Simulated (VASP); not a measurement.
# SnO2 (P3_121) in VASP: relaxation of cell and atoms with PBE

Aim: the relaxation of cell and atoms of SnO2 with PBE.

Everything below comes from runs of VASP 6.6.1. Logs are shortened: lines on timing, memory, paths and dates and some standing lists are left out, and cuts for length are marked.

### 1 The cell of the first run

The structure is trigonal, space group P3_121 (No. 152). Conventional cell: a = 5.467 Å, b = 5.467 Å, c = 6.369 Å, α = 90.00°, β = 90.00°, γ = 120.00°. Within 2.6 Å of Sn (site symmetry 2) lie 4 O at 1.97 to 1.98 Å. Within 2.6 Å of O (site symmetry 1) lie 2 Sn at 1.97 to 1.98 Å.

### 2 Relaxation of cell and atoms, PBE

File INCAR:

```
PREC = Accurate
ENCUT = 600
EDIFF = 1E-6
ISMEAR = 0
SIGMA = 0.02
LREAL = F
LASPH = T
NELM = 60
ALGO = Normal
ISIF = 3
LWAVE = F
LCHARG = F
GGA = PE
IBRION = 2
NSW = 100
EDIFFG = -0.01
```

File KPOINTS:

```
regular mesh
0
Gamma
  6 6 4
```

File POSCAR:

```
SnO2
1.0
    5.4668571426      0.0000000000      0.0000000000
   -2.7334285713      4.7344371644      0.0000000000
    0.0000000000      0.0000000000      6.3691316708
Sn O
3 6
Direct
    0.4419266950      0.0000000000      0.3333333333
    0.0000000000      0.4419266950      0.6666666667
    0.5580733050      0.5580733050      0.0000000000
    0.3903895249      0.3182282144      0.2506312373
    0.6817717856      0.0721613105      0.5839645706
    0.9278386895      0.6096104751      0.9172979040
    0.3182282144      0.3903895249      0.7493687627
    0.0721613105      0.6817717856      0.4160354294
    0.6096104751      0.9278386895      0.0827020960
```

Potentials or basis: VASP PAW PBE potentials, release 64 (Sn_d, O).

Run with:

```console
> cat potpaw_PBE.64/Sn_d/POTCAR potpaw_PBE.64/O/POTCAR > POTCAR
> mpirun -np 1 vasp_std > vasp.out
```

OUTCAR:

```text
PREC = Accurate
   ENCUT = 600
   EDIFF = 1E-6
   ISMEAR = 0
   LREAL = F
   LASPH = T
   NELM = 60
   ISIF = 3
   GGA = PE
   IBRION = 2
   NSW = 100
   EDIFFG = -0.01

 ion  position               nearest neighbor table
   1  0.442  0.000  0.333-   4 1.97   8 1.97   9 1.98   5 1.98   3 3.50   3 3.50   2 3.50   2 3.50

   2  0.000  0.442  0.667-   7 1.97   5 1.97   6 1.98   8 1.98   3 3.50   3 3.50   1 3.50   1 3.50

   3  0.558  0.558  0.000-   6 1.97   9 1.97   7 1.98   4 1.98   2 3.50   2 3.50   1 3.50   1 3.50

   4  0.390  0.318  0.251-   1 1.97   3 1.98
   5  0.682  0.072  0.584-   2 1.97   1 1.98
   6  0.928  0.610  0.917-   3 1.97   2 1.98
   7  0.318  0.390  0.749-   2 1.97   3 1.98
   8  0.072  0.682  0.416-   1 1.97   2 1.98
   9  0.610  0.928  0.083-   3 1.97   1 1.98

  LATTYP: Found a hexagonal cell.
 ALAT       =     5.4668571426
 C/A-ratio  =     1.1650444679

  Lattice vectors:

 A1 = (   5.4668571426,   0.0000000000,   0.0000000000)
 A2 = (  -2.7334285713,   4.7344371644,   0.0000000000)
 A3 = (   0.0000000000,   0.0000000000,   6.3691316708)

Analysis of symmetry for initial positions (statically):
=====================================================================
 Subroutine PRICEL returns:
 Original cell was already a primitive cell.

 Routine SETGRP: Setting up the symmetry group for a
 hexagonal supercell.

 Subroutine GETGRP returns: Found  6 space group operations
 (whereof  2 operations were pure point group operations)
 out of a pool of 24 trial point group operations.

The static configuration has the point symmetry C_2 .
 The point group associated with its full space group is D_3 .

Analysis of symmetry for dynamics (positions and initial velocities):
=====================================================================
 Subroutine PRICEL returns:
 Original cell was already a primitive cell.

 Routine SETGRP: Setting up the symmetry group for a
 hexagonal supercell.

 Subroutine GETGRP returns: Found  6 space group operations
 (whereof  2 operations were pure point group operations)
 out of a pool of 24 trial point group operations.

The dynamic configuration has the point symmetry C_2 .
 The point group associated with its full space group is D_3 .

 Subroutine INISYM returns: Found  6 space group operations
 (whereof  2 operations are pure point group operations),
 and found     1 'primitive' translations

----------------------------------------------------------------------------------------

                                     Primitive cell

  volume of cell :     164.8490

  direct lattice vectors                    reciprocal lattice vectors
     5.466857143  0.000000000  0.000000000     0.182920456  0.105609174  0.000000000
    -2.733428571  4.734437164  0.000000000     0.000000000  0.211218349  0.000000000
     0.000000000  0.000000000  6.369131671     0.000000000  0.000000000  0.157007274

  length of vectors
     5.466857143  5.466857143  6.369131671     0.211218349  0.211218349  0.157007274

  position of ions in fractional coordinates (direct lattice)
     0.441926695  0.000000000  0.333333333
     0.000000000  0.441926695  0.666666667
     0.558073305  0.558073305  0.000000000
     0.390389525  0.318228214  0.250631237
     0.681771786  0.072161311  0.583964571
     0.927838689  0.609610475  0.917297904
     0.318228214  0.390389525  0.749368763
     0.072161311  0.681771786  0.416035429
     0.609610475  0.927838689  0.082702096

  ion indices of the primitive-cell ions
   primitive index   ion index
                 1           1
                 2           2
                 3           3
                 4           4
                 5           5
                 6           6
                 7           7
                 8           8
                 9           9

----------------------------------------------------------------------------------------

 KPOINTS: regular mesh

Automatic generation of k-mesh.
 Grid dimensions read from file:
 generate k-points for:    6    6    4

 Generating k-lattice:

  Cartesian coordinates                     Fractional coordinates (reciprocal lattice)
     0.030486743  0.017601529  0.000000000     0.166666667  0.000000000  0.000000000
     0.000000000  0.035203058  0.000000000     0.000000000  0.166666667  0.000000000
     0.000000000  0.000000000  0.039251818     0.000000000  0.000000000  0.250000000

  Length of vectors
     0.035203058  0.035203058  0.039251818

  Shift w.r.t. Gamma in fractional coordinates (k-lattice)
     0.000000000  0.000000000  0.000000000

 Subroutine IBZKPT returns following result:
 ===========================================

 Found     24 irreducible k-points:

 Following reciprocal coordinates:
            Coordinates               Weight
  0.000000  0.000000  0.000000      1.000000
  0.166667  0.000000  0.000000      6.000000
  0.333333 -0.000000  0.000000      6.000000
  0.500000  0.000000  0.000000      3.000000
  0.166667  0.166667  0.000000      6.000000
  0.333333  0.166667  0.000000     12.000000
[... 16 lines left out ...]
  0.333333  0.166667  0.500000     12.000000
  0.333333  0.333333  0.500000      2.000000
   k-points           NKPTS =     24   k-points in BZ     NKDIM =     24   number of bands    NBANDS=     46
   number of dos      NEDOS =    301   number of ions     NIONS =      9
   total plane-waves  NPLWV = 124416
   dimension x,y,z NGX =    48 NGY =   48 NGZ =   54
   dimension x,y,z NGXF=    96 NGYF=   96 NGZF=  108
   ions per type =               3   6
   NGX,Y,Z   is equivalent  to a cutoff of  14.60, 14.60, 14.09 a.u.
   NGXF,Y,Z  is equivalent  to a cutoff of  29.19, 29.19, 28.19 a.u.
 SYSTEM =  unknown system
   PREC   = accura    normal or accurate (medium, high low for compatibility)
   ISTART =      0    job   : 0-new  1-cont  2-samecut
   ICHARG =      2    charge: 1-file 2-atom 10-const
   ISPIN  =      1    spin polarized calculation?
   LNONCOLLINEAR =      F non collinear calculations
   LSORBIT =      F    spin-orbit coupling
   LASPH  =      T    aspherical Exc in radial PAW
   ENCUT  =  600.0 eV  44.10 Ry    6.64 a.u.  10.92 10.92 12.72*2*pi/ulx,y,z
   NELM   =     60;   NELMIN=  2; NELMDL= -5     # of ELM steps
   EDIFF  = 0.1E-05   stopping-criterion for ELM
   LREAL  =      F    real-space projection
   EDIFFG = -.1E-01   stopping-criterion for IOM
   NSW    =    100    number of steps for IOM
   IBRION =      2    ionic relax: 0-MD 1-quasi-New 2-CG
   NFREE  =      1    steps in history (QN), initial steepest desc. (CG)
   ISIF   =      3    stress and relaxation
   ISYM   =      2    0-nonsym 1-usesym 2-fastsym
   POTIM  = 0.5000    time-step for ionic-motion
   TEBEG  =    0.0;   TEEND  =   0.0 temperature during run
   PSTRESS=    0.0 pullay stress
   NELECT =      78.0000    total number of electrons
   NUPDOWN=      -1.0000    fix difference up-down
   EMIN   =  10.00;   EMAX   =-10.00  energy-range for DOS
   EFERMI =   0.00;   METHOD = LEGACY
   ISMEAR =     0;   SIGMA  =   0.02  broadening in eV -4-tet -1-fermi 0-gaus
   EFERMI_NEDOS =   21; number of points for ismear=-14 and -15
   IALGO  =     38    algorithm
   IMIX   =      4    mixing-type and parameters
     AMIX     =   0.40;   BMIX     =  1.00
     AMIX_MAG =   1.60;   BMIX_MAG =  1.00
  volume/ion in A,a.u.               =      18.32       123.61
  Fermi-wavevector in a.u.,A,eV,Ry     =   1.275687  2.410700 22.141826  1.627378
  Thomas-Fermi vector in A             =   2.408386
   LORBIT       =      0    0 simple, 1 ext, 2 COOP (PROOUT), +10 PAW based schemes
   GGA     = PE    functional components
   LHFCALC =     F    Hartree Fock is set to
   AEXX    =    0.0000 exact exchange contribution
   IVDW    =     0    specifies the selected vdW correction
   LEPSILON=     F    determine dielectric tensor
   LRPA    =     F    only Hartree local field effects (RPA)
 conjugate gradient relaxation of ions
 non-spin polarized calculation
 Gauss-broadening in eV      SIGMA  =   0.02
  energy-cutoff  :      600.00
  volume of cell :      164.85
 maximum number of plane-waves:      5520
 NGX is ok and might be reduce to    48
   NGX = 21   NGY = 21   NGZ = 25

--------------------------------------- Ionic step        1  -------------------------------------------

 number of electron      78.0000015 magnetization

 Free energy of the ion-electron system (eV)
  ---------------------------------------------------
  ext. energy  EPLUGINS =         0.00000000
  ---------------------------------------------------
  free energy    TOTEN  =       -53.14467049 eV

  energy without entropy =      -53.14467049  energy(sigma->0) =      -53.14467049

------------------------ aborting loop because EDIFF is reached ----------------------------------------

  FORCE on cell =-STRESS in cart. coord.  units (eV):
  Direction    XX          YY          ZZ          XY          YZ          ZX
  --------------------------------------------------------------------------------------
  -------------------------------------------------------------------------------------
  Total        0.2541178      0.2541178      0.3917548     -0.0000000      0.0000000     -0.0000000
  in kB        2.4697866      2.4697866      3.8074886     -0.0000000      0.0000000     -0.0000000
  external PRESSURE =       2.9156873 kB  Pullay stress =       0.0000000 kB
[... 157 lines left out ...]
  energy  without entropy=      -53.1451719146  energy(sigma->0) =      -53.14517191

--------------------------------------- Ionic step        5  -------------------------------------------

 number of electron      78.0000016 magnetization

 Free energy of the ion-electron system (eV)
  ---------------------------------------------------
  ext. energy  EPLUGINS =         0.00000000
  ---------------------------------------------------
  free energy    TOTEN  =       -53.14520240 eV

  energy without entropy =      -53.14520240  energy(sigma->0) =      -53.14520240

 E-fermi :   1.0017     XC(G=0):  -8.7486

 val. band max:        0.9145283111   @ k =   0.1667   0.1667   0.0000
 cond. band min:       2.7728216177   @ k =   0.0000   0.0000   0.0000
 fundamental gap:      1.8582933066
 Fermi energy:         1.0017405290

 k-point     1 :       0.0000    0.0000    0.0000
  band No.  band energies     occupation
      1     -19.1818      2.00000
      2     -19.1707      2.00000
      3     -19.1707      2.00000
      4     -19.0083      2.00000
      5     -19.0083      2.00000
      6     -18.5843      2.00000
[... 1201 lines left out ...]
  FREE ENERGIE OF THE ION-ELECTRON SYSTEM (eV)
  ---------------------------------------------------
  free  energy   TOTEN  =       -53.1452023998 eV

  energy  without entropy=      -53.1452023998  energy(sigma->0) =      -53.14520240

 reached required accuracy - stopping structural energy minimisation
```

Wall time 20 min (1 thread of Intel Xeon 8259CL, shared host); peak memory 0.47 GiB.

Results:

| Quantity | Value |
| --- | --- |
| Free energy | -53.1452 eV |
| Relaxed volume | 18.36 Å³/atom |
| Relaxed cell | a = 5.470 Å, b = 5.470 Å, c = 6.376 Å, α = 90.00°, β = 90.00°, γ = 120.00° |
| Space group after relaxing (to 0.1 Å) | P3_121 (No. 152) |
| Energy gained by relaxing | 0.1 meV/atom |
| Ionic steps | 5 |
| Pressure after relaxing | 0.0 GPa |
| Largest force after relaxing | 0.008 eV/Å |
| Band gap on the k mesh | 1.86 eV (least direct gap 1.89 eV) |

Forces in eV/Å, atoms in the order of the input:
```
Sn  -0.008  0.000  0.000
Sn   0.004 -0.007  0.000
Sn   0.004  0.007  0.000
O   -0.005  0.002  0.004
O    0.001 -0.005  0.004
O    0.004  0.004  0.004
O    0.004 -0.004 -0.004
O   -0.005 -0.002 -0.004
O    0.001  0.005 -0.004
```

Step by step:
```
step  energy change (eV)  largest force (eV/Å)  pressure (GPa)  volume (Å³)
   1              0.0000                0.0400            0.29       164.85
   2              0.0000                0.0310           -0.33       165.65
   3             -0.0005                0.0112           -0.02       165.25
   4             -0.0005                0.0106           -0.02       165.26
   5             -0.0005                0.0076           -0.03       165.23
```

Final structure:
```
CELL_PARAMETERS angstrom
5.47007 0.00000 0.00000
-2.73503 4.73722 0.00000
0.00000 0.00000 6.37628
ATOMIC_POSITIONS crystal
Sn 0.44191 0.00000 0.33333
Sn 0.00000 0.44191 0.66667
Sn 0.55809 0.55809 0.00000
O 0.39024 0.31833 0.25073
O 0.68167 0.07191 0.58406
O 0.92809 0.60976 0.91740
O 0.31833 0.39024 0.74927
O 0.07190 0.68167 0.41594
O 0.60976 0.92810 0.08260
```

Caveat: spin-orbit coupling is left out, which moves the levels of the heavy elements. A k mesh can miss the band edges.
